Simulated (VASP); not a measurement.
# Y (I4/mmm) in VASP: a series of runs

Y is run at these levels: PBEsol; tasks: single point.

Everything below comes from runs of VASP 6.6.1. Logs are shortened: lines on timing, memory, paths and dates and some standing lists are left out, and cuts for length are marked.

## 1. The cell of the first run

It takes space group I4/mmm (No. 139, tetragonal). Conventional cell: a = 3.655 Å, b = 3.655 Å, c = 4.970 Å, α = 90.00°, β = 90.00°, γ = 90.00°. Y (site symmetry 4/mmm) has 12 Y at 3.59 to 3.65 Å within 4.7 Å.

## 2. Single point, PBEsol (strain +0.040 along x and y, +0.000 along z)

Input file INCAR:

```
ALGO = Normal ; EDIFF = 1E-6
ENCUT = 520 ; GGA = PS
ISIF = 2 ; ISMEAR = 0
LASPH = T ; LCHARG = F
LREAL = F ; LWAVE = F
NBANDS = 12 ; NELM = 80
PREC = Accurate ; SIGMA = 0.15
```

Input file KPOINTS:

```
k-points
0
Gamma
  16 16 16
```

Input file POSCAR:

```
Y
1.0
    0.0000000000      2.5844000000      2.4850000000
    2.5844000000      0.0000000000      2.4850000000
    2.5844000000      2.5844000000      0.0000000000
Y
1
Direct
    0.0000000000      0.0000000000      0.0000000000
```

Potentials or basis: VASP PAW PBE potentials, release 64 (Y_sv).

Run with:

```console
$ cat potpaw_PBE.64/Y_sv/POTCAR > POTCAR
$ mpirun -np 1 vasp_std > vasp.out
```

OUTCAR:

```text
EDIFF = 1E-6
   ENCUT = 520
   GGA = PS
   ISIF = 2
   ISMEAR = 0
   LASPH = T
   LREAL = F
   NELM = 80
   PREC = Accurate

 ion  position               nearest neighbor table
   1  0.000  0.000  0.000-

  LATTYP: Found a body centered tetragonal cell.
 ALAT       =     3.6548935306
 C/A-ratio  =     1.3598207331

  Lattice vectors:

 A1 = (   0.0000000000,  -2.5844000000,  -2.4850000000)
 A2 = (   0.0000000000,   2.5844000000,  -2.4850000000)
 A3 = (   2.5844000000,   0.0000000000,   2.4850000000)

Analysis of symmetry for initial positions (statically):
=====================================================================
 Subroutine PRICEL returns:
 Original cell was already a primitive cell.

 Routine SETGRP: Setting up the symmetry group for a
 body centered tetragonal supercell.

 Subroutine GETGRP returns: Found 16 space group operations
 (whereof 16 operations were pure point group operations)
 out of a pool of 16 trial point group operations.

The static configuration has the point symmetry D_4h.

Analysis of symmetry for dynamics (positions and initial velocities):
=====================================================================
 Subroutine PRICEL returns:
 Original cell was already a primitive cell.

 Routine SETGRP: Setting up the symmetry group for a
 body centered tetragonal supercell.

 Subroutine GETGRP returns: Found 16 space group operations
 (whereof 16 operations were pure point group operations)
 out of a pool of 16 trial point group operations.

The dynamic configuration has the point symmetry D_4h.

 Subroutine INISYM returns: Found 16 space group operations
 (whereof 16 operations are pure point group operations),
 and found     1 'primitive' translations

----------------------------------------------------------------------------------------

                                     Primitive cell

  volume of cell :      33.1952

  direct lattice vectors                    reciprocal lattice vectors
     0.000000000  2.584400000  2.485000000    -0.193468503  0.193468503  0.201207243
     2.584400000  0.000000000  2.485000000     0.193468503 -0.193468503  0.201207243
     2.584400000  2.584400000  0.000000000     0.193468503  0.193468503 -0.201207243

  length of vectors
     3.585296133  3.585296133  3.654893531     0.339624025  0.339624025  0.339624025

  position of ions in fractional coordinates (direct lattice)
     0.000000000  0.000000000  0.000000000

  ion indices of the primitive-cell ions
   primitive index   ion index
                 1           1

----------------------------------------------------------------------------------------

 KPOINTS: k-points

Automatic generation of k-mesh.
 Grid dimensions read from file:
 generate k-points for:   16   16   16

 Generating k-lattice:

  Cartesian coordinates                     Fractional coordinates (reciprocal lattice)
    -0.012091781  0.012091781  0.012575453     0.062500000  0.000000000  0.000000000
     0.012091781 -0.012091781  0.012575453     0.000000000  0.062500000  0.000000000
     0.012091781  0.012091781 -0.012575453     0.000000000  0.000000000  0.062500000

  Length of vectors
     0.021226502  0.021226502  0.021226502

  Shift w.r.t. Gamma in fractional coordinates (k-lattice)
     0.000000000  0.000000000  0.000000000

 Subroutine IBZKPT returns following result:
 ===========================================

 Found    349 irreducible k-points:

 Following reciprocal coordinates:
            Coordinates               Weight
  0.000000  0.000000  0.000000      1.000000
  0.062500  0.000000  0.000000      8.000000
  0.125000  0.000000  0.000000      8.000000
  0.187500  0.000000  0.000000      8.000000
  0.250000  0.000000  0.000000      8.000000
  0.312500  0.000000  0.000000      8.000000
[... 16 lines left out ...]
 -0.125000  0.062500  0.000000      8.000000
 -0.062500  0.062500  0.000000      4.000000
 [... further k-points ...]
   k-points           NKPTS =    349   k-points in BZ     NKDIM =    349   number of bands    NBANDS=     12
   number of dos      NEDOS =    301   number of ions     NIONS =      1
   total plane-waves  NPLWV =  21952
   dimension x,y,z NGX =    28 NGY =   28 NGZ =   28
   dimension x,y,z NGXF=    56 NGYF=   56 NGZF=   56
   ions per type =               1
   NGX,Y,Z   is equivalent  to a cutoff of  12.98, 12.98, 12.74 a.u.
   NGXF,Y,Z  is equivalent  to a cutoff of  25.97, 25.97, 25.47 a.u.
 SYSTEM =  unknown system
   PREC   = accura    normal or accurate (medium, high low for compatibility)
   ISTART =      0    job   : 0-new  1-cont  2-samecut
   ICHARG =      2    charge: 1-file 2-atom 10-const
   ISPIN  =      1    spin polarized calculation?
   LNONCOLLINEAR =      F non collinear calculations
   LSORBIT =      F    spin-orbit coupling
   LASPH  =      T    aspherical Exc in radial PAW
   ENCUT  =  520.0 eV  38.22 Ry    6.18 a.u.   6.67  6.67  6.80*2*pi/ulx,y,z
   NELM   =     80;   NELMIN=  2; NELMDL= -5     # of ELM steps
   EDIFF  = 0.1E-05   stopping-criterion for ELM
   LREAL  =      F    real-space projection
   EDIFFG = 0.1E-04   stopping-criterion for IOM
   NSW    =      0    number of steps for IOM
   IBRION =     -1    ionic relax: 0-MD 1-quasi-New 2-CG
   NFREE  =      0    steps in history (QN), initial steepest desc. (CG)
   ISIF   =      2    stress and relaxation
   ISYM   =      2    0-nonsym 1-usesym 2-fastsym
   POTIM  = 0.5000    time-step for ionic-motion
   TEBEG  =    0.0;   TEEND  =   0.0 temperature during run
   PSTRESS=    0.0 pullay stress
   NELECT =      11.0000    total number of electrons
   NUPDOWN=      -1.0000    fix difference up-down
   EMIN   =  10.00;   EMAX   =-10.00  energy-range for DOS
   EFERMI =   0.00;   METHOD = LEGACY
   ISMEAR =     0;   SIGMA  =   0.15  broadening in eV -4-tet -1-fermi 0-gaus
   EFERMI_NEDOS =   21; number of points for ismear=-14 and -15
   IALGO  =     38    algorithm
   IMIX   =      4    mixing-type and parameters
     AMIX     =   0.40;   BMIX     =  1.00
     AMIX_MAG =   1.60;   BMIX_MAG =  1.00
  volume/ion in A,a.u.               =      33.20       224.01
  Fermi-wavevector in a.u.,A,eV,Ry     =   1.132871  2.140816 17.461671  1.283397
  Thomas-Fermi vector in A             =   2.269573
   LORBIT       =      0    0 simple, 1 ext, 2 COOP (PROOUT), +10 PAW based schemes
   GGA     = PS    functional components
   LHFCALC =     F    Hartree Fock is set to
   AEXX    =    0.0000 exact exchange contribution
   IVDW    =     0    specifies the selected vdW correction
   LEPSILON=     F    determine dielectric tensor
   LRPA    =     F    only Hartree local field effects (RPA)
 non-spin polarized calculation
 Gauss-broadening in eV      SIGMA  =   0.15
  energy-cutoff  :      520.00
  volume of cell :       33.20
 maximum number of plane-waves:       925
   NGX = 13   NGY = 13   NGZ = 13

 number of electron      11.0000001 magnetization

 Free energy of the ion-electron system (eV)
  ---------------------------------------------------
  ext. energy  EPLUGINS =         0.00000000
  ---------------------------------------------------
  free energy    TOTEN  =        -6.78466284 eV

  energy without entropy =       -6.76637451  energy(sigma->0) =       -6.77551867

 E-fermi :   2.8915     XC(G=0):  -9.4899

 val. band max:        2.8810225078   @ k =   0.4375   0.0000   0.1875
 cond. band min:       2.8937254248   @ k =   0.5000   0.2500   0.1250
 fundamental gap:      0.0127029171
 Fermi energy:         2.8914734471

 k-point     1 :       0.0000    0.0000    0.0000
  band No.  band energies     occupation
      1     -39.7554      2.00000
      2     -19.4844      2.00000
      3     -19.4844      2.00000
      4     -19.4830      2.00000
      5      -1.8526      2.00000
      6       4.5472      0.00000
      7       4.5472      0.00000
      8       4.8503      0.00000
      9       6.3765      0.00000
     10       6.8042      0.00000
     11      11.8342      0.00000
     12      14.7621      0.00000

 k-point     2 :       0.0625    0.0000    0.0000
  band No.  band energies     occupation
      1     -39.7531      2.00000
      2     -19.5054      2.00000
      3     -19.4876      2.00000
      4     -19.4856      2.00000
      5      -1.7565      2.00000
      6       4.4830      0.00000
      7       4.5915      0.00000
      8       4.8517      0.00000
      9       6.3338      0.00000
     10       6.7456      0.00000
     11      12.0558      0.00000
     12      14.4658      0.00000

 k-point     3 :       0.1250    0.0000    0.0000
  band No.  band energies     occupation
      1     -39.7466      2.00000
      2     -19.5662      2.00000
      3     -19.4970      2.00000
      4     -19.4918      2.00000
      5      -1.4772      2.00000
      6       4.2444      0.00000
      7       4.6967      0.00000
      8       4.9303      0.00000
      9       6.2541      0.00000
     10       6.6140      0.00000
     11      12.6111      0.00000
     12      13.7182      0.00000
[... 286 lines left out ...]
 k-point    23 :      -0.1250    0.0625    0.0000
  band No.  band energies     occupation
      1     -39.7422      2.00000
      2     -19.5960      2.00000
      3     -19.5133      2.00000
      4     -19.4975      2.00000
      5      -1.2791      2.00000
      6       4.0533      0.00000
      7       4.8007      0.00000
      8       5.0121      0.00000
      9       5.9892      0.00000
     10       6.7344      0.00000
     11      12.9714      0.00000
     12      13.5777      0.00000

 k-point    24 :      -0.0625    0.0625    0.0000
  band No.  band energies     occupation
      1     -39.7496      2.00000
      2     -19.5319      2.00000
      3     -19.4987      2.00000
      4     -19.4894      2.00000
      5      -1.6057      2.00000
      6       4.3074      0.00000
      7       4.6641      0.00000
      8       4.9544      0.00000
      9       6.1623      0.00000
     10       6.7528      0.00000
     11      12.3835      0.00000
     12      14.0896      0.00000

 [... further k-points ...]
[... 5 lines left out ...]
  --------------------------------------------------------------------------------------
  -------------------------------------------------------------------------------------
  Total       -0.6600686     -0.6600686     -0.4497095      0.0000000     -0.0000000     -0.0000000
  in kB      -31.8583907    -31.8583907    -21.7053480      0.0000000     -0.0000000     -0.0000000
  external PRESSURE =     -28.4740431 kB  Pullay stress =       0.0000000 kB

 VOLUME and BASIS-vectors are now :
 -----------------------------------------------------------------------------
  energy-cutoff  :      520.00
  volume of cell :       33.20
      direct lattice vectors                 reciprocal lattice vectors
     0.000000000  2.584400000  2.485000000    -0.193468503  0.193468503  0.201207243
     2.584400000  0.000000000  2.485000000     0.193468503 -0.193468503  0.201207243
     2.584400000  2.584400000  0.000000000     0.193468503  0.193468503 -0.201207243

 POSITION                                       TOTAL-FORCE (eV/Angst)
 -----------------------------------------------------------------------------------
      0.00000      0.00000      0.00000         0.000000     -0.000000      0.000000
 -----------------------------------------------------------------------------------
    total drift:                               -0.000000     -0.000000     -0.000000

  FREE ENERGIE OF THE ION-ELECTRON SYSTEM (eV)
  ---------------------------------------------------
  free  energy   TOTEN  =        -6.7846628392 eV

  energy  without entropy=       -6.7663745065  energy(sigma->0) =       -6.77551867
```

Wall time 68 s (1 thread of Intel Xeon Platinum 8488C (Sapphire Rapids), shared host); peak memory 0.29 GiB.

Results:

```
Free energy : -6.7847 eV
Pressure    : -2.8 GPa
```

Levels at points of the mesh, in eV from the Fermi level:
| k point | band 1 | band 2 | band 3 | band 4 | band 5 | band 6 | band 7 | band 8 | band 9 | band 10 |
| --- | --- | --- | --- | --- | --- | --- | --- | --- | --- | --- |
| (0.00, 0.00, 0.00) | -42.65 | -22.38 | -22.38 | -22.37 | -4.74 | 1.66 | 1.66 | 1.96 | 3.49 | 3.91 |
| (0.50, 0.00, 0.00) | -42.59 | -22.91 | -22.46 | -22.43 | -1.97 | 0.57 | 1.41 | 1.77 | 5.03 | 5.24 |
| (0.50, 0.50, 0.00) | -42.56 | -22.88 | -22.59 | -22.59 | -1.67 | -0.90 | 2.32 | 5.13 | 5.55 | 5.55 |
| (0.50, 0.00, 0.50) | -42.57 | -22.88 | -22.58 | -22.54 | -1.73 | -0.81 | 1.84 | 5.13 | 5.38 | 5.69 |

Caveat: the cell differs from its parent crystal (strain +0.040 along x and y, +0.000 along z); the PAW data sets were made with another functional, which shifts forces and pressure a little.

(Continued in part 2 of 2.)
